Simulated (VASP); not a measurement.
# Cu (P6_3/mmc) in VASP: notebook

Runs on Cu. Level: PBEsol. Tasks: single point.

Program: VASP 6.6.1. These are calculated values, not measurements. Logs are shortened: lines on timing, memory, paths and dates and some standing lists are left out, and cuts for length are marked.

## (1) The cell of the first run

The structure is hexagonal, space group P6_3/mmc (No. 194). Conventional cell: a = 2.453 Å, b = 2.453 Å, c = 4.519 Å, α = 90.00°, β = 90.00°, γ = 120.00°. Within 3.2 Å of Cu (site symmetry -6m2) lie 12 Cu at 2.45 to 2.67 Å.

This isn't the form of Cu at room conditions, which is fcc.

## (2) Single point, PBEsol (11.77 Å³/atom)

INCAR

```
PREC     = Accurate       # precision mode
ENCUT    = 520            # plane-wave cutoff, eV
EDIFF    = 1E-6           # SCF threshold, eV
ISMEAR   = 0              # smearing method
SIGMA    = 0.15           # smearing width, eV
LREAL    = F              # projectors in reciprocal space
LASPH    = T              # aspherical terms in the spheres
NELM     = 100            # most SCF steps
ALGO     = Fast           # electronic algorithm
ISIF     = 2              # what is computed and relaxed
LWAVE    = F              # write WAVECAR
LCHARG   = F              # write CHGCAR
GGA      = PS             # functional
NBANDS   = 18             # bands
```

KPOINTS

```
Automatic mesh
0
Gamma
  24 24 12
```

POSCAR

```
Cu
1.0
    2.4529693306      0.0000000000      0.0000000000
   -1.2264846653      2.1243337550      0.0000000000
    0.0000000000      0.0000000000      4.5193506947
Cu
2
Direct
    0.3333333333      0.6666666667      0.2500000000
    0.6666666667      0.3333333333      0.7500000000
```

Potentials or basis: VASP PAW PBE potentials, release 64 (Cu).

Run with:

```console
> cat potpaw_PBE.64/Cu/POTCAR > POTCAR
> mpirun -np 1 vasp_std > vasp.out
```

OUTCAR:

```text
PREC = Accurate
   ENCUT = 520
   EDIFF = 1E-6
   ISMEAR = 0
   LREAL = F
   LASPH = T
   NELM = 100
   ISIF = 2
   GGA = PS

 ion  position               nearest neighbor table
   1  0.333  0.667  0.250-   2 2.67   2 2.67   2 2.67   2 2.67   2 2.67   2 2.67
   2  0.667  0.333  0.750-   1 2.67   1 2.67   1 2.67   1 2.67   1 2.67   1 2.67

  LATTYP: Found a hexagonal cell.
 ALAT       =     2.4529693306
 C/A-ratio  =     1.8424000000

  Lattice vectors:

 A1 = (   2.4529693306,   0.0000000000,   0.0000000000)
 A2 = (  -1.2264846653,   2.1243337550,   0.0000000000)
 A3 = (   0.0000000000,   0.0000000000,   4.5193506947)

Analysis of symmetry for initial positions (statically):
=====================================================================
 Subroutine PRICEL returns:
 Original cell was already a primitive cell.

 Routine SETGRP: Setting up the symmetry group for a
 hexagonal supercell.

 Subroutine GETGRP returns: Found 24 space group operations
 (whereof 12 operations were pure point group operations)
 out of a pool of 24 trial point group operations.

The static configuration has the point symmetry D_3d.
 The point group associated with its full space group is D_6h.

Analysis of symmetry for dynamics (positions and initial velocities):
=====================================================================
 Subroutine PRICEL returns:
 Original cell was already a primitive cell.

 Routine SETGRP: Setting up the symmetry group for a
 hexagonal supercell.

 Subroutine GETGRP returns: Found 24 space group operations
 (whereof 12 operations were pure point group operations)
 out of a pool of 24 trial point group operations.

The dynamic configuration has the point symmetry D_3d.
 The point group associated with its full space group is D_6h.

 Subroutine INISYM returns: Found 24 space group operations
 (whereof 12 operations are pure point group operations),
 and found     1 'primitive' translations

----------------------------------------------------------------------------------------

                                     Primitive cell

  volume of cell :      23.5500

  direct lattice vectors                    reciprocal lattice vectors
     2.452969331  0.000000000  0.000000000     0.407669182  0.235367912  0.000000000
[... 77 lines left out ...]
   PREC   = accura    normal or accurate (medium, high low for compatibility)
   ISTART =      0    job   : 0-new  1-cont  2-samecut
   ICHARG =      2    charge: 1-file 2-atom 10-const
   ISPIN  =      1    spin polarized calculation?
   LNONCOLLINEAR =      F non collinear calculations
   LSORBIT =      F    spin-orbit coupling
   LASPH  =      T    aspherical Exc in radial PAW
   ENCUT  =  520.0 eV  38.22 Ry    6.18 a.u.   4.56  4.56  8.40*2*pi/ulx,y,z
   NELM   =    100;   NELMIN=  2; NELMDL= -5     # of ELM steps
   EDIFF  = 0.1E-05   stopping-criterion for ELM
   LREAL  =      F    real-space projection
   EDIFFG = 0.1E-04   stopping-criterion for IOM
   NSW    =      0    number of steps for IOM
   IBRION =     -1    ionic relax: 0-MD 1-quasi-New 2-CG
   NFREE  =      0    steps in history (QN), initial steepest desc. (CG)
   ISIF   =      2    stress and relaxation
   ISYM   =      2    0-nonsym 1-usesym 2-fastsym
   POTIM  = 0.5000    time-step for ionic-motion
   TEBEG  =    0.0;   TEEND  =   0.0 temperature during run
   PSTRESS=    0.0 pullay stress
   NELECT =      22.0000    total number of electrons
   NUPDOWN=      -1.0000    fix difference up-down
   EMIN   =  10.00;   EMAX   =-10.00  energy-range for DOS
   EFERMI =   0.00;   METHOD = LEGACY
   ISMEAR =     0;   SIGMA  =   0.15  broadening in eV -4-tet -1-fermi 0-gaus
   EFERMI_NEDOS =   21; number of points for ismear=-14 and -15
   IALGO  =     68    algorithm
   IMIX   =      4    mixing-type and parameters
     AMIX     =   0.40;   BMIX     =  1.00
     AMIX_MAG =   1.60;   BMIX_MAG =  1.00
  volume/ion in A,a.u.               =      11.77        79.46
  Fermi-wavevector in a.u.,A,eV,Ry     =   1.600364  3.024249 34.846761  2.561165
  Thomas-Fermi vector in A             =   2.697511
   LORBIT       =      0    0 simple, 1 ext, 2 COOP (PROOUT), +10 PAW based schemes
   GGA     = PS    functional components
   LHFCALC =     F    Hartree Fock is set to
   AEXX    =    0.0000 exact exchange contribution
   IVDW    =     0    specifies the selected vdW correction
   LEPSILON=     F    determine dielectric tensor
   LRPA    =     F    only Hartree local field effects (RPA)
 non-spin polarized calculation
 RMM-DIIS sequential band-by-band and
 Gauss-broadening in eV      SIGMA  =   0.15
  energy-cutoff  :      520.00
  volume of cell :       23.55
 maximum number of plane-waves:       659
   NGX =  9   NGY =  9   NGZ = 17

 number of electron      21.9999992 magnetization

 Free energy of the ion-electron system (eV)
  ---------------------------------------------------
  ext. energy  EPLUGINS =         0.00000000
  ---------------------------------------------------
  free energy    TOTEN  =        -8.47642638 eV

  energy without entropy =       -8.46673236  energy(sigma->0) =       -8.47157937

 E-fermi :   7.4838     XC(G=0): -12.9146

 val. band max:        7.4811673457   @ k =   0.2083   0.1667   0.3333
 cond. band min:       7.4865094993   @ k =   0.3750   0.1250   0.0833
 fundamental gap:      0.0053421536
 Fermi energy:         7.4838409406

 k-point     1 :       0.0000    0.0000    0.0000
  band No.  band energies     occupation
      1      -1.9735      2.00000
      2       1.9666      2.00000
      3       3.9760      2.00000
      4       4.4179      2.00000
      5       4.4179      2.00000
      6       4.5438      2.00000
[... 481 lines left out ...]
      5       4.5240      2.00000
      6       4.6850      2.00000
[... 10 lines left out ...]
     17      21.9234      0.00000
     18      28.8626      0.00000

 [... further k-points ...]
[... 5 lines left out ...]
  --------------------------------------------------------------------------------------
  -------------------------------------------------------------------------------------
  Total        0.5380019      0.5380019     -2.3991568      0.0000000      0.0000000      0.0000000
  in kB       36.6018890     36.6018890   -163.2218546      0.0000000      0.0000000      0.0000000
  external PRESSURE =     -30.0060255 kB  Pullay stress =       0.0000000 kB

 VOLUME and BASIS-vectors are now :
 -----------------------------------------------------------------------------
  energy-cutoff  :      520.00
  volume of cell :       23.55
      direct lattice vectors                 reciprocal lattice vectors
     2.452969331  0.000000000  0.000000000     0.407669182  0.235367912  0.000000000
    -1.226484665  2.124333755  0.000000000     0.000000000  0.470735824  0.000000000
     0.000000000  0.000000000  4.519350695     0.000000000  0.000000000  0.221270724

 POSITION                                       TOTAL-FORCE (eV/Angst)
 -----------------------------------------------------------------------------------
     -0.00000      1.41622      1.12984         0.000000      0.000000      0.000000
      1.22648      0.70811      3.38951         0.000000     -0.000000      0.000000
 -----------------------------------------------------------------------------------
    total drift:                               -0.000000      0.000000     -0.000000

  FREE ENERGIE OF THE ION-ELECTRON SYSTEM (eV)
  ---------------------------------------------------
  free  energy   TOTEN  =        -8.4764263772 eV

  energy  without entropy=       -8.4667323583  energy(sigma->0) =       -8.47157937
```

Run time: 1.7 min. Hardware: 1 thread of Intel Xeon Platinum 8488C (Sapphire Rapids), shared host; peak memory 0.25 GiB.

What came out:

```
Free energy            : -8.4764 eV
Pressure               : -3.0 GPa
Band gap on the k mesh : zero (bands 11 and 12 overlap by 6.61 eV)
```

Stress tensor (GPa, compression positive):
```
  3.66   0.00   0.00
  0.00   3.66   0.00
  0.00   0.00 -16.32
```

Levels at points of the mesh, in eV from the Fermi level:
| k point | band 7 | band 8 | band 9 | band 10 | band 11 | band 12 | band 13 | band 14 | band 15 | band 16 |
| --- | --- | --- | --- | --- | --- | --- | --- | --- | --- | --- |
| (0.00, 0.00, 0.00) | -2.94 | -2.23 | -2.23 | -2.04 | -1.77 | -1.77 | 2.16 | 19.39 | 22.98 | 24.00 |
| (0.50, 0.00, 0.00) | -2.76 | -1.77 | -1.50 | -1.45 | 0.18 | 1.90 | 7.27 | 7.33 | 10.13 | 10.16 |
| (0.00, 0.00, 0.50) | -3.05 | -3.05 | -1.95 | -1.95 | -1.95 | -1.95 | 9.48 | 9.48 | 23.62 | 23.62 |
| (0.50, 0.00, 0.50) | -1.96 | -1.96 | -1.47 | -1.47 | 0.57 | 0.57 | 5.18 | 5.18 | 15.34 | 15.34 |

Caveat: the stress differs along the axes, from -16 to 4 GPa; the PAW data sets were made with another functional, which shifts forces and pressure a little.

[end of part 1 of 2]
